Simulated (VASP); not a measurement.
Here is a VASP 6.6.1 calculation.

File INCAR:

```
ALGO = Normal
EDIFF = 1E-6
EDIFFG = -0.01
ENCUT = 600
GGA = PE
IBRION = 2
ISIF = 3
ISMEAR = 0
LASPH = T
LCHARG = F
LREAL = F
LWAVE = F
NELM = 100
NSW = 100
PREC = Accurate
SIGMA = 0.1
```

KPOINTS

```
k-points
0
Gamma
  15 15 4
```

File POSCAR:

```
Si
1.0
    2.9287493165      0.0000000000      0.0000000000
   -1.4643746583      2.5363713094      0.0000000000
    0.0000000000      0.0000000000     11.9124086233
Si
6
Direct
    0.6666666667      0.3333333333      0.9182936634
    0.0000000000      0.0000000000      0.2500000000
    0.6666666667      0.3333333333      0.5817063366
    0.3333333333      0.6666666667      0.4182936634
    0.0000000000      0.0000000000      0.7500000000
    0.3333333333      0.6666666667      0.0817063366
```

Potentials or basis: VASP PAW PBE potentials, release 64 (Si).

Run with:

```console
$ cat potpaw_PBE.64/Si/POTCAR > POTCAR
$ mpirun -np 1 vasp_std > vasp.out
```

Task: Estimate the relaxed volume.

Result: 14.59 Å³/atom.

Task: Estimate the space group after relaxing (to 0.05 Å).

Result: P6_3/mmc (No. 194).

Task: Predict the relaxed cell.

Result: a = 2.853 Å, b = 2.853 Å, c = 12.422 Å, α = 90.00°, β = 90.00°, γ = 120.00°.

Step by step:
| step | energy change (eV) | largest force (eV/Å) | pressure (GPa) | volume (Å³) |
| --- | --- | --- | --- | --- |
| 1 | 0.0000 | 0.0918 | 0.48 | 88.49 |
| 2 | -0.0090 | 0.0427 | -0.25 | 89.06 |
| 3 | -0.0116 | 0.0176 | -0.63 | 89.35 |
| 4 | -0.0163 | 0.0318 | -1.37 | 89.93 |
| 5 | -0.0141 | 0.1191 | -2.77 | 91.09 |
| 6 | -0.0177 | 0.0701 | -1.97 | 90.40 |
| 7 | -0.0202 | 0.0818 | -2.04 | 90.40 |
| 8 | -0.0274 | 0.1116 | -2.24 | 90.40 |
| 9 | -0.0336 | 0.1354 | -2.50 | 90.39 |
| 10 | -0.0424 | 0.1359 | -2.05 | 89.80 |
| 11 | -0.0567 | 0.1358 | -0.58 | 88.06 |
| 12 | -0.0573 | 0.1345 | -0.19 | 87.61 |
| 13 | -0.0589 | 0.1203 | -0.12 | 87.56 |
| 14 | -0.0621 | 0.0752 | 0.07 | 87.42 |
| 15 | -0.0607 | 0.0197 | 0.51 | 87.13 |
| 16 | -0.0628 | 0.0441 | 0.22 | 87.32 |
| 17 | -0.0634 | 0.0261 | 0.06 | 87.47 |
| 18 | -0.0636 | 0.0018 | -0.18 | 87.71 |
| 19 | -0.0636 | 0.0059 | -0.12 | 87.64 |
| 20 | -0.0637 | 0.0007 | -0.04 | 87.55 |
